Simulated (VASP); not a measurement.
# Te2Mo in VASP: single point with PBEsol

Aim: the single point of Te2Mo with PBEsol.

Program: VASP 6.6.1. These are calculated values, not measurements. Logs are shortened: lines on timing, memory, paths and dates and some standing lists are left out, and cuts for length are marked.

### 1 The cell of the first run

The cell holds a slab with vacuum, 6 atoms: a = 3.560 Å, b = 3.560 Å, c = 24.811 Å, α = 90.00°, β = 90.00°, γ = 120.00°.

### 2 Single point, PBEsol

INCAR reads:

```
SYSTEM = Te2Mo
PREC     = Accurate       ! precision mode
ENCUT    = 500            ! plane-wave cutoff, eV
EDIFF    = 1E-6           ! SCF threshold, eV
ISMEAR   = 1              ! smearing method
SIGMA    = 0.1            ! smearing width, eV
LREAL    = .FALSE.        ! projectors in reciprocal space
LASPH    = .TRUE.         ! aspherical terms in the spheres
NELM     = 120            ! most SCF steps
ALGO     = Normal         ! electronic algorithm
ISIF     = 2              ! what is computed and relaxed
LWAVE    = .FALSE.        ! write WAVECAR
LCHARG   = .FALSE.        ! write CHGCAR
GGA      = PS             ! functional
NBANDS   = 35             ! bands
GGA_COMPAT= .FALSE.
```

KPOINTS reads:

```
Automatic mesh
0
G
  8 8 1
  0 0 0
```

POSCAR reads:

```
Te2Mo
1.0
    3.5603917400      0.0000000000      0.0000000000
   -1.7801958700      3.0833896900      0.0000000000
    0.0000000000      0.0000000000     24.8112624000
Te Mo
4 2
Direct
    0.3333333333      0.6666666667      0.0793711400
    0.6666666667      0.3333333333      0.7763605200
    0.6666666667      0.3333333333      0.9206288600
    0.3333333333      0.6666666667      0.2236394800
    0.3333333333      0.6666666667      0.8484585100
    0.6666666667      0.3333333333      0.1515414900
```

Potentials or basis: VASP PAW PBE potentials, release 64 (Te, Mo_sv).

The run is started by

```sh
cat potpaw_PBE.64/Te/POTCAR potpaw_PBE.64/Mo_sv/POTCAR > POTCAR
mpirun -np 1 vasp_std > vasp.out
```

OUTCAR:

```text
SYSTEM = Te2Mo
   PREC = Accurate
   ENCUT = 500
   EDIFF = 1E-6
   ISMEAR = 1
   LREAL = .FALSE.
   LASPH = .TRUE.
   NELM = 120
   ISIF = 2
   GGA = PS

 ion  position               nearest neighbor table
   1  0.333  0.667  0.079-   6 2.73   6 2.73   6 2.73   4 3.58
   2  0.667  0.333  0.776-   5 2.72   5 2.72   5 2.72   3 3.58
   3  0.667  0.333  0.921-   5 2.73   5 2.73   5 2.73   2 3.58
   4  0.333  0.667  0.224-   6 2.72   6 2.72   6 2.72   1 3.58
   5  0.333  0.667  0.848-   2 2.72   2 2.72   2 2.72   3 2.73   3 2.73   3 2.73
   6  0.667  0.333  0.152-   4 2.72   4 2.72   4 2.72   1 2.73   1 2.73   1 2.73

  LATTYP: Found a hexagonal cell.
 ALAT       =     3.5603917400
 C/A-ratio  =     6.9686889005

  Lattice vectors:

 A1 = (   3.5603917400,   0.0000000000,   0.0000000000)
 A2 = (  -1.7801958700,   3.0833896900,   0.0000000000)
 A3 = (   0.0000000000,   0.0000000000,  24.8112624000)

Analysis of symmetry for initial positions (statically):
=====================================================================
 Subroutine PRICEL returns:
 Original cell was already a primitive cell.

 Routine SETGRP: Setting up the symmetry group for a
 hexagonal supercell.

 Subroutine GETGRP returns: Found 12 space group operations
 (whereof 12 operations were pure point group operations)
 out of a pool of 24 trial point group operations.

The static configuration has the point symmetry D_3d.

Analysis of symmetry for dynamics (positions and initial velocities):
=====================================================================
 Subroutine PRICEL returns:
 Original cell was already a primitive cell.

 Routine SETGRP: Setting up the symmetry group for a
 hexagonal supercell.

 Subroutine GETGRP returns: Found 12 space group operations
 (whereof 12 operations were pure point group operations)
 out of a pool of 24 trial point group operations.

The dynamic configuration has the point symmetry D_3d.

 Subroutine INISYM returns: Found 12 space group operations
 (whereof 12 operations are pure point group operations),
 and found     1 'primitive' translations

----------------------------------------------------------------------------------------

                                     Primitive cell

  volume of cell :     272.3799

  direct lattice vectors                    reciprocal lattice vectors
     3.560391740  0.000000000  0.000000000     0.280867970  0.162159198  0.000000000
    -1.780195870  3.083389690  0.000000000     0.000000000  0.324318396  0.000000000
     0.000000000  0.000000000 24.811262400     0.000000000  0.000000000  0.040304277

  length of vectors
     3.560391740  3.560391736 24.811262400     0.324318396  0.324318396  0.040304277

  position of ions in fractional coordinates (direct lattice)
     0.333333333  0.666666667  0.079371140
     0.666666667  0.333333333  0.776360520
     0.666666667  0.333333333  0.920628860
     0.333333333  0.666666667  0.223639480
     0.333333333  0.666666667  0.848458510
     0.666666667  0.333333333  0.151541490

  ion indices of the primitive-cell ions
   primitive index   ion index
                 1           1
                 2           2
                 3           3
                 4           4
                 5           5
                 6           6

----------------------------------------------------------------------------------------

 KPOINTS: Automatic mesh

Automatic generation of k-mesh.
 Grid dimensions read from file:
 generate k-points for:    8    8    1

 Generating k-lattice:

  Cartesian coordinates                     Fractional coordinates (reciprocal lattice)
     0.035108496  0.020269900  0.000000000     0.125000000  0.000000000  0.000000000
     0.000000000  0.040539800  0.000000000     0.000000000  0.125000000  0.000000000
     0.000000000  0.000000000  0.040304277     0.000000000  0.000000000  1.000000000

  Length of vectors
     0.040539800  0.040539800  0.040304277

  Shift w.r.t. Gamma in fractional coordinates (k-lattice)
     0.000000000  0.000000000  0.000000000

 Subroutine IBZKPT returns following result:
 ===========================================

 Found     10 irreducible k-points:

 Following reciprocal coordinates:
            Coordinates               Weight
  0.000000  0.000000  0.000000      1.000000
  0.125000  0.000000  0.000000      6.000000
  0.250000  0.000000  0.000000      6.000000
  0.375000 -0.000000  0.000000      6.000000
  0.500000  0.000000  0.000000      3.000000
  0.125000  0.125000  0.000000      6.000000
  0.250000  0.125000  0.000000     12.000000
  0.375000  0.125000  0.000000     12.000000
  0.250000  0.250000  0.000000      6.000000
  0.375000  0.250000  0.000000      6.000000
   k-points           NKPTS =     10   k-points in BZ     NKDIM =     10   number of bands    NBANDS=     35
   number of dos      NEDOS =    301   number of ions     NIONS =      6
   total plane-waves  NPLWV = 150528
   dimension x,y,z NGX =    28 NGY =   28 NGZ =  192
   dimension x,y,z NGXF=    56 NGYF=   56 NGZF=  384
   ions per type =               4   2
   NGX,Y,Z   is equivalent  to a cutoff of  13.07, 13.07, 12.86 a.u.
   NGXF,Y,Z  is equivalent  to a cutoff of  26.15, 26.15, 25.73 a.u.
 SYSTEM =  Te2Mo
   PREC   = accura    normal or accurate (medium, high low for compatibility)
   ISTART =      0    job   : 0-new  1-cont  2-samecut
   ICHARG =      2    charge: 1-file 2-atom 10-const
   ISPIN  =      1    spin polarized calculation?
   LNONCOLLINEAR =      F non collinear calculations
   LSORBIT =      F    spin-orbit coupling
   LASPH  =      T    aspherical Exc in radial PAW
   ENCUT  =  500.0 eV  36.75 Ry    6.06 a.u.   6.49  6.49 45.24*2*pi/ulx,y,z
   NELM   =    120;   NELMIN=  2; NELMDL= -5     # of ELM steps
   EDIFF  = 0.1E-05   stopping-criterion for ELM
   LREAL  =      F    real-space projection
   EDIFFG = 0.1E-04   stopping-criterion for IOM
   NSW    =      0    number of steps for IOM
   IBRION =     -1    ionic relax: 0-MD 1-quasi-New 2-CG
   NFREE  =      0    steps in history (QN), initial steepest desc. (CG)
   ISIF   =      2    stress and relaxation
   ISYM   =      2    0-nonsym 1-usesym 2-fastsym
   POTIM  = 0.5000    time-step for ionic-motion
   TEBEG  =    0.0;   TEEND  =   0.0 temperature during run
   PSTRESS=    0.0 pullay stress
   NELECT =      52.0000    total number of electrons
   NUPDOWN=      -1.0000    fix difference up-down
   EMIN   =  10.00;   EMAX   =-10.00  energy-range for DOS
   EFERMI =   0.00;   METHOD = LEGACY
   ISMEAR =     1;   SIGMA  =   0.10  broadening in eV -4-tet -1-fermi 0-gaus
   EFERMI_NEDOS =   21; number of points for ismear=-14 and -15
   IALGO  =     38    algorithm
   IMIX   =      4    mixing-type and parameters
     AMIX     =   0.40;   BMIX     =  1.00
     AMIX_MAG =   1.60;   BMIX_MAG =  1.00
  volume/ion in A,a.u.               =      45.40       306.35
  Fermi-wavevector in a.u.,A,eV,Ry     =   0.942651  1.781352 12.090013  0.888591
  Thomas-Fermi vector in A             =   2.070281
   LORBIT       =      0    0 simple, 1 ext, 2 COOP (PROOUT), +10 PAW based schemes
   GGA     = PS    functional components
   LHFCALC =     F    Hartree Fock is set to
   AEXX    =    0.0000 exact exchange contribution
   IVDW    =     0    specifies the selected vdW correction
   LEPSILON=     F    determine dielectric tensor
   LRPA    =     F    only Hartree local field effects (RPA)
 non-spin polarized calculation
 Methfessel and Paxton  Order N= 1 SIGMA  =   0.10
  energy-cutoff  :      500.00
  volume of cell :      272.38
 maximum number of plane-waves:      7003
 NGX is ok and might be reduce to    28
   NGX = 13   NGY = 13   NGZ = 91

 number of electron      52.0000000 magnetization

 Free energy of the ion-electron system (eV)
  ---------------------------------------------------
  ext. energy  EPLUGINS =         0.00000000
  ---------------------------------------------------
  free energy    TOTEN  =       -39.22669101 eV

  energy without entropy =      -39.22850894  energy(sigma->0) =      -39.22729699

 E-fermi :   2.0522     XC(G=0):  -6.3790

 val. band max:        1.9866740594   @ k =   0.3750   0.2500   0.0000
 cond. band min:       3.2155282876   @ k =   0.3750   0.2500   0.0000
 fundamental gap:      1.2288542281
 Fermi energy:         2.0522211118

 k-point     1 :       0.0000    0.0000    0.0000
  band No.  band energies     occupation
      1     -58.5204      2.00000
      2     -58.5204      2.00000
      3     -32.6924      2.00000
      4     -32.6924      2.00000
      5     -32.5943      2.00000
      6     -32.5943      2.00000
[... 27 lines left out ...]
     34       5.4465      0.00000
     35       6.4464      0.00000

 k-point     2 :       0.1250    0.0000    0.0000
  band No.  band energies     occupation
      1     -58.5192      2.00000
      2     -58.5192      2.00000
      3     -32.6886      2.00000
      4     -32.6886      2.00000
      5     -32.6114      2.00000
      6     -32.6114      2.00000
[... 27 lines left out ...]
     34       5.3298      0.00000
     35       6.7440      0.00000

 k-point     3 :       0.2500    0.0000    0.0000
  band No.  band energies     occupation
      1     -58.5162      2.00000
      2     -58.5162      2.00000
      3     -32.6795      2.00000
      4     -32.6795      2.00000
      5     -32.6525      2.00000
      6     -32.6525      2.00000
[... 27 lines left out ...]
     34       5.6331      0.00000
     35       7.3764      0.00000
[... 191 lines left out ...]
 k-point     9 :       0.2500    0.2500    0.0000
  band No.  band energies     occupation
      1     -58.5120      2.00000
      2     -58.5120      2.00000
      3     -32.6888      2.00000
      4     -32.6888      2.00000
      5     -32.6665      2.00000
      6     -32.6665      2.00000
[... 27 lines left out ...]
     34       5.9740      0.00000
     35       7.3874      0.00000

 k-point    10 :       0.3750    0.2500    0.0000
  band No.  band energies     occupation
      1     -58.5112      2.00000
      2     -58.5112      2.00000
      3     -32.6904      2.00000
      4     -32.6904      2.00000
      5     -32.6638      2.00000
      6     -32.6638      2.00000
[... 27 lines left out ...]
     34       6.0546      0.00000
     35       6.7450      0.00000

------------------------ aborting loop because EDIFF is reached ----------------------------------------

  FORCE on cell =-STRESS in cart. coord.  units (eV):
  Direction    XX          YY          ZZ          XY          YZ          ZX
  --------------------------------------------------------------------------------------
  -------------------------------------------------------------------------------------
  Total       -3.1340887     -3.1340887     -1.2602902      0.0000000      0.0000000     -0.0000000
  in kB      -18.4351556    -18.4351556     -7.4132064      0.0000000      0.0000000     -0.0000000
  external PRESSURE =     -14.7611725 kB  Pullay stress =       0.0000000 kB

 VOLUME and BASIS-vectors are now :
 -----------------------------------------------------------------------------
  energy-cutoff  :      500.00
  volume of cell :      272.38
      direct lattice vectors                 reciprocal lattice vectors
     3.560391740  0.000000000  0.000000000     0.280867970  0.162159198  0.000000000
    -1.780195870  3.083389690  0.000000000     0.000000000  0.324318396  0.000000000
     0.000000000  0.000000000 24.811262400     0.000000000  0.000000000  0.040304277

 POSITION                                       TOTAL-FORCE (eV/Angst)
 -----------------------------------------------------------------------------------
     -0.00000      2.05559      1.96930        -0.000000     -0.000000      0.068518
      1.78020      1.02780     19.26248        -0.000000      0.000000      0.136262
      1.78020      1.02780     22.84196        -0.000000      0.000000     -0.068518
     -0.00000      2.05559      5.54878        -0.000000     -0.000000     -0.136262
     -0.00000      2.05559     21.05133         0.000000     -0.000000      0.000158
      1.78020      1.02780      3.75994         0.000000      0.000000     -0.000158
 -----------------------------------------------------------------------------------
    total drift:                                0.000000      0.000000      0.000000

  FREE ENERGIE OF THE ION-ELECTRON SYSTEM (eV)
  ---------------------------------------------------
  free  energy   TOTEN  =       -39.2266910055 eV

  energy  without entropy=      -39.2285089450  energy(sigma->0) =      -39.22729699
```

Run time: 1.8 min. Hardware: 1 thread of Intel Xeon Platinum 8559C (Emerald Rapids), shared host; peak memory 0.41 GiB.

What came out:

```yaml
Free_energy: -39.2267 eV
Largest_force: 0.136 eV/Å
Band_gap_on_the_k_mesh: 1.23 eV, direct
```

Forces in eV/Å, atoms in the order of the input:
```
Te   0.000  0.000  0.069
Te   0.000  0.000  0.136
Te   0.000  0.000 -0.069
Te   0.000  0.000 -0.136
Mo   0.000  0.000  0.000
Mo   0.000  0.000  0.000
```

Caveat: the PAW data sets were made with another functional, which shifts forces and pressure a little; spin-orbit coupling is left out, which moves the levels of the heavy elements.
